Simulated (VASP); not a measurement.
Set up this calculation in VASP 6.6.1, as the native input.

```
Task                   : single point
Functional             : PBEsol
Potentials or basis    : VASP PAW PBE potentials, release 64 (Ta_pv, N)
Cutoff                 : 520 eV
k mesh                 : 15 × 15 × 15
Occupations            : fermi-dirac, width 0.08 eV
Spin                   : no spin polarisation
Dipole correction      : no
Further INCAR settings : ALGO = Normal; EDIFF = 1e-07; NBANDS = 15
```

The structure of TaN (rocksalt type) lies in POSCAR:

```
TaN
1.0
    0.0000000000      2.1431337060      2.1431337060
    2.1431337060      0.0000000000      2.1431337060
    2.1431337060      2.1431337060      0.0000000000
Ta N
1 1
Direct
    0.0000000000      0.0000000000      0.0000000000
    0.5000000000      0.5000000000      0.5000000000
```

The input as run:

INCAR

```
SYSTEM = TaN
PREC = Accurate
ENCUT = 520
EDIFF = 1E-7
ISMEAR = -1
SIGMA = 0.08
LREAL = .False.
LASPH = .True.
NELM = 60
ALGO = Normal
ISIF = 2
LWAVE = .False.
LCHARG = .False.
GGA = PS
NBANDS = 15
```

KPOINTS

```
regular mesh
0
Gamma
  15 15 15
  0 0 0
```

Potentials or basis: VASP PAW PBE potentials, release 64 (Ta_pv, N).

Command:

```console
$ cat potpaw_PBE.64/Ta_pv/POTCAR potpaw_PBE.64/N/POTCAR > POTCAR
$ mpirun -np 1 vasp_std > vasp.out
```

It gave:

| Property | Result |
| --- | --- |
| Pressure | 26.7 GPa |
| Band gap on the k mesh | zero (bands 8 and 9 overlap by 4.40 eV) |

Caveat: the cell stands under pressure; the PAW data sets were made with another functional, which shifts forces and pressure a little; spin-orbit coupling is left out, which moves the levels of the heavy elements.

Run time: 11 s on 1 thread of Intel(R) Xeon(R) 6975P-C (Granite Rapids), on a shared host, peak memory 0.16 GiB.
